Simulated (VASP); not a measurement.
# ScTlH6 (R-3m) in VASP: notebook, part 2 of 2

VASP 6.6.1. Earlier steps stand in the parts before.

## (3) Relaxation of cell and atoms, PBEsol

This run uses another cell than the first one, of 12.53 Å³/atom.

File INCAR:

```
  ALGO = Normal
  EDIFF = 1E-7
  EDIFFG = -0.01
  ENCUT = 600
  GGA = PS
  IBRION = 2
  ISIF = 3
  ISMEAR = -1
  LASPH = T
  LCHARG = F
  LREAL = F
  LWAVE = F
  NELM = 80
  NSW = 100
  PREC = Accurate
  SIGMA = 0.03
```

File KPOINTS:

```
k-points
0
Gamma
  6 6 6
```

File POSCAR:

```
ScTlH6
1.0
    3.5555529800      2.0527994700      2.2886607800
   -3.5555529800      2.0527994700      2.2886607800
    0.0000000000     -4.1055989500      2.2886607800
Sc Tl H
1 1 6
Direct
    0.5000000000      0.5000000000      0.5000000000
    0.0000000000      0.0000000000      0.0000000000
    0.9399501200      0.2918228700      0.2918228700
    0.2918228700      0.9399501200      0.2918228700
    0.2918228700      0.2918228700      0.9399501200
    0.0600498800      0.7081771300      0.7081771300
    0.7081771300      0.0600498800      0.7081771300
    0.7081771300      0.7081771300      0.0600498800
```

Potentials or basis: VASP PAW PBE potentials, release 64 (Sc_sv, Tl_d, H).

Command:

```
$ cat potpaw_PBE.64/Sc_sv/POTCAR potpaw_PBE.64/Tl_d/POTCAR potpaw_PBE.64/H/POTCAR > POTCAR
$ mpirun -np 1 vasp_std > vasp.out
```

OUTCAR:

```text
EDIFF = 1E-7
   EDIFFG = -0.01
   ENCUT = 600
   GGA = PS
   IBRION = 2
   ISIF = 3
   ISMEAR = -1
   LASPH = T
   LREAL = F
   NELM = 80
   NSW = 100
   PREC = Accurate

 ion  position               nearest neighbor table
   1  0.500  0.500  0.500-   2 3.43   2 3.43
   2  0.000  0.000  0.000-   5 1.88   8 1.88   3 1.88   6 1.88   7 1.88   4 1.88   1 3.43   1 3.43

   3  0.940  0.292  0.292-   2 1.88
   4  0.292  0.940  0.292-   2 1.88
   5  0.292  0.292  0.940-   2 1.88
   6  0.060  0.708  0.708-   2 1.88
   7  0.708  0.060  0.708-   2 1.88
   8  0.708  0.708  0.060-   2 1.88

  LATTYP: Found a trigonal (rhomboedric) cell.
 ALAT       =     4.7004160266
 COS(alpha) =    -0.1443838164

  Lattice vectors:

 A1 = (   3.5555529800,   2.0527994700,   2.2886607800)
 A2 = (  -3.5555529800,   2.0527994700,   2.2886607800)
 A3 = (   0.0000000000,  -4.1055989500,   2.2886607800)

Analysis of symmetry for initial positions (statically):
=====================================================================
 Subroutine PRICEL returns:
 Original cell was already a primitive cell.

 Routine SETGRP: Setting up the symmetry group for a
 trigonal (rhombohedral) supercell.

 Subroutine GETGRP returns: Found 12 space group operations
 (whereof 12 operations were pure point group operations)
 out of a pool of 12 trial point group operations.

The static configuration has the point symmetry D_3d.

Analysis of symmetry for dynamics (positions and initial velocities):
=====================================================================
 Subroutine PRICEL returns:
 Original cell was already a primitive cell.

 Routine SETGRP: Setting up the symmetry group for a
 trigonal (rhombohedral) supercell.

 Subroutine GETGRP returns: Found 12 space group operations
 (whereof 12 operations were pure point group operations)
 out of a pool of 12 trial point group operations.

The dynamic configuration has the point symmetry D_3d.

 Subroutine INISYM returns: Found 12 space group operations
 (whereof 12 operations are pure point group operations),
 and found     1 'primitive' translations

----------------------------------------------------------------------------------------

                                     Primitive cell

  volume of cell :     100.2274

  direct lattice vectors                    reciprocal lattice vectors
     3.555552980  2.052799470  2.288660780     0.140625102  0.081189940  0.145645583
    -3.555552980  2.052799470  2.288660780    -0.140625102  0.081189940  0.145645583
     0.000000000 -4.105598950  2.288660780     0.000000000 -0.162379881  0.145645583

  length of vectors
     4.700416027  4.700416027  4.700416035     0.218128085  0.218128085  0.218128085

  position of ions in fractional coordinates (direct lattice)
     0.500000000  0.500000000  0.500000000
     0.000000000  0.000000000  0.000000000
     0.939950120  0.291822870  0.291822870
     0.291822870  0.939950120  0.291822870
     0.291822870  0.291822870  0.939950120
     0.060049880  0.708177130  0.708177130
     0.708177130  0.060049880  0.708177130
     0.708177130  0.708177130  0.060049880

  ion indices of the primitive-cell ions
   primitive index   ion index
                 1           1
                 2           2
                 3           3
                 4           4
                 5           5
                 6           6
                 7           7
                 8           8
[... 64 lines left out ...]
   ISTART =      0    job   : 0-new  1-cont  2-samecut
   ICHARG =      2    charge: 1-file 2-atom 10-const
   ISPIN  =      1    spin polarized calculation?
   LNONCOLLINEAR =      F non collinear calculations
   LSORBIT =      F    spin-orbit coupling
   LASPH  =      T    aspherical Exc in radial PAW
   ENCUT  =  600.0 eV  44.10 Ry    6.64 a.u.   9.39  9.39  9.39*2*pi/ulx,y,z
   NELM   =     80;   NELMIN=  2; NELMDL= -5     # of ELM steps
   EDIFF  = 0.1E-06   stopping-criterion for ELM
   LREAL  =      F    real-space projection
   EDIFFG = -.1E-01   stopping-criterion for IOM
   NSW    =    100    number of steps for IOM
   IBRION =      2    ionic relax: 0-MD 1-quasi-New 2-CG
   NFREE  =      1    steps in history (QN), initial steepest desc. (CG)
   ISIF   =      3    stress and relaxation
   ISYM   =      2    0-nonsym 1-usesym 2-fastsym
   POTIM  = 0.5000    time-step for ionic-motion
   TEBEG  =    0.0;   TEEND  =   0.0 temperature during run
   PSTRESS=    0.0 pullay stress
   NELECT =      30.0000    total number of electrons
   NUPDOWN=      -1.0000    fix difference up-down
   EMIN   =  10.00;   EMAX   =-10.00  energy-range for DOS
   EFERMI =   0.00;   METHOD = LEGACY
   ISMEAR =    -1;   SIGMA  =   0.03  broadening in eV -4-tet -1-fermi 0-gaus
   EFERMI_NEDOS =   21; number of points for ismear=-14 and -15
   IALGO  =     38    algorithm
   IMIX   =      4    mixing-type and parameters
     AMIX     =   0.40;   BMIX     =  1.00
     AMIX_MAG =   1.60;   BMIX_MAG =  1.00
  volume/ion in A,a.u.               =      12.53        84.55
  Fermi-wavevector in a.u.,A,eV,Ry     =   1.095098  2.069436 16.316657  1.199240
  Thomas-Fermi vector in A             =   2.231416
   LORBIT       =      0    0 simple, 1 ext, 2 COOP (PROOUT), +10 PAW based schemes
   GGA     = PS    functional components
   LHFCALC =     F    Hartree Fock is set to
   AEXX    =    0.0000 exact exchange contribution
   IVDW    =     0    specifies the selected vdW correction
   LEPSILON=     F    determine dielectric tensor
   LRPA    =     F    only Hartree local field effects (RPA)
 conjugate gradient relaxation of ions
 non-spin polarized calculation
  energy-cutoff  :      600.00
  volume of cell :      100.23
 maximum number of plane-waves:      3365
 NGX is ok and might be reduce to    40
   NGX = 19   NGY = 19   NGZ = 19

--------------------------------------- Ionic step        1  -------------------------------------------

 number of electron      29.9999998 magnetization

 Free energy of the ion-electron system (eV)
  ---------------------------------------------------
  ext. energy  EPLUGINS =         0.00000000
  ---------------------------------------------------
  free energy    TOTEN  =       -25.03601554 eV

  energy without entropy =      -25.03486706  energy(sigma->0) =      -25.03544130

------------------------ aborting loop because EDIFF is reached ----------------------------------------

  FORCE on cell =-STRESS in cart. coord.  units (eV):
  Direction    XX          YY          ZZ          XY          YZ          ZX
  --------------------------------------------------------------------------------------
  -------------------------------------------------------------------------------------
  Total       -4.2600252     -4.2600252     -6.6260327      0.0000000      0.0000000      0.0000000
  in kB      -68.0983182    -68.0983184   -105.9199579      0.0000000      0.0000002      0.0000000
  external PRESSURE =     -80.7055315 kB  Pullay stress =       0.0000000 kB
[... 29 lines left out ...]
--------------------------------------- Ionic step        2  -------------------------------------------

 number of electron      29.9999998 magnetization

 E-fermi :   2.4968     XC(G=0):  -9.1851

 val. band max:        2.3560171392   @ k =   0.1667   0.1667   0.1667
 cond. band min:       2.5167509803   @ k =   0.1667  -0.0000   0.0000
 fundamental gap:      0.1607338411
 Fermi energy:         2.4968369924

 k-point     1 :       0.0000    0.0000    0.0000
  band No.  band energies     occupation
      1     -48.4332      2.00000
      2     -27.1083      2.00000
      3     -27.0587      2.00000
      4     -27.0587      2.00000
      5      -9.7689      2.00000
      6      -9.7689      2.00000
[... 620 lines left out ...]
  FREE ENERGIE OF THE ION-ELECTRON SYSTEM (eV)
  ---------------------------------------------------
  free  energy   TOTEN  =       -26.7364854276 eV

  energy  without entropy=      -26.7341558889  energy(sigma->0) =      -26.73532066

[... ionic steps 4 to 16 ...]

--------------------------------------- Ionic step       17  -------------------------------------------

 number of electron      29.9999998 magnetization

------------------------ aborting loop because EDIFF is reached ----------------------------------------
[... 79 lines left out ...]
--------------------------------------- Ionic step       19  -------------------------------------------

 number of electron      29.9999997 magnetization

 Free energy of the ion-electron system (eV)
  ---------------------------------------------------
  ext. energy  EPLUGINS =         0.00000000
  ---------------------------------------------------
  free energy    TOTEN  =       -27.92846141 eV

  energy without entropy =      -27.92434941  energy(sigma->0) =      -27.92640541

 E-fermi :   5.2249     XC(G=0): -10.5124

 val. band max:        5.2222818282   @ k =   0.5000   0.5000   0.1667
 cond. band min:       5.2278921515   @ k =   0.3333   0.1667   0.1667
 fundamental gap:      0.0056103232
 Fermi energy:         5.2248997052

 k-point     1 :       0.0000    0.0000    0.0000
  band No.  band energies     occupation
      1     -44.6188      2.00000
      2     -23.4052      2.00000
      3     -23.4052      2.00000
      4     -23.3792      2.00000
      5      -6.9059      2.00000
      6      -6.7190      2.00000
[... 578 lines left out ...]
  FREE ENERGIE OF THE ION-ELECTRON SYSTEM (eV)
  ---------------------------------------------------
  free  energy   TOTEN  =       -27.9284614147 eV

  energy  without entropy=      -27.9243494080  energy(sigma->0) =      -27.92640541

 reached required accuracy - stopping structural energy minimisation
```

Wall time 26 min (1 thread of Intel Xeon Platinum 8259CL at 2.50GHz (Skylake/Cascade Lake), shared host); peak memory 0.31 GiB.

Results:

| Property | Result |
| --- | --- |
| Free energy | -27.9285 eV |
| Relaxed volume | 8.50 Å³/atom |
| Relaxed cell | a = 4.102 Å, b = 4.102 Å, c = 4.102 Å, α = 95.56°, β = 95.56°, γ = 95.56° |
| Space group after relaxing (to 0.1 Å) | R-3m (No. 166) |
| Energy gained by relaxing | 361.6 meV/atom |
| Ionic steps | 19 |
| Pressure after relaxing | 0.0 GPa |
| Largest force after relaxing | 0.008 eV/Å |
| Band gap on the k mesh | zero (bands 15 and 16 overlap by 4.16 eV) |

Forces on the atoms (eV/Å):
```
Sc   0.000  0.000  0.000
Tl   0.000  0.000  0.000
H    0.006  0.004  0.003
H   -0.006  0.004  0.003
H    0.000 -0.007  0.003
H   -0.006 -0.004 -0.003
H    0.006 -0.004 -0.003
H    0.000  0.007 -0.003
```

Stress tensor (GPa, compression positive):
```
 0.11  0.00  0.00
 0.00  0.11  0.00
 0.00  0.00 -0.17
```

Step by step:
```
step  energy change (eV)  largest force (eV/Å)  pressure (GPa)  volume (Å³)
   1              0.0000                0.9574           -8.07       100.23
   2             -0.6987                1.0460           -6.44        91.34
   3             -1.7005                1.2561            5.89        70.29
   4             -2.1776                0.5610            3.02        68.77
   5             -2.3435                0.3997            2.06        66.97
   6             -2.4213                0.3466            0.08        68.25
   7             -2.4909                0.2959           -3.16        70.71
   8             -2.5655                0.2929           -2.18        69.40
   9             -2.6619                0.3459            0.64        66.11
  10             -2.7289                0.3191            0.93        65.75
  11             -2.8380                0.2332            3.59        64.66
  12             -2.8385                0.2352            2.63        64.90
  13             -2.8412                0.2272            3.02        64.79
  14             -2.8885                0.0861            0.18        68.31
  15             -2.8900                0.0659            0.51        67.77
  16             -2.8916                0.0369           -0.24        68.12
  17             -2.8919                0.0287           -0.04        68.02
  18             -2.8924                0.0055           -0.01        68.00
  19             -2.8924                0.0079            0.02        67.99
```

Final structure:
```xyz
8
Lattice="3.0379 1.7539 2.1267 -3.0379 1.7539 2.1267 0.0000 -3.5079 2.1267" Properties=species:S:1:pos:R:3 pbc="T T T"
Sc    0.0000    0.0000    3.1900
Tl    0.0000    0.0000    0.0000
H     1.7530    1.0121    3.8137
H    -1.7530    1.0121    3.8137
H     0.0000   -2.0242    3.8137
H    -1.7530   -1.0121    2.5663
H     1.7530   -1.0121    2.5663
H     0.0000    2.0242    2.5663
```

Caveat: the volume moved by over 15 % at a fixed basis, so the end points are rough; the PAW data sets were made with another functional, which shifts forces and pressure a little; spin-orbit coupling is left out, which moves the levels of the heavy elements.

The gap in the log of VASP goes by the Fermi energy; the results here count the filled bands.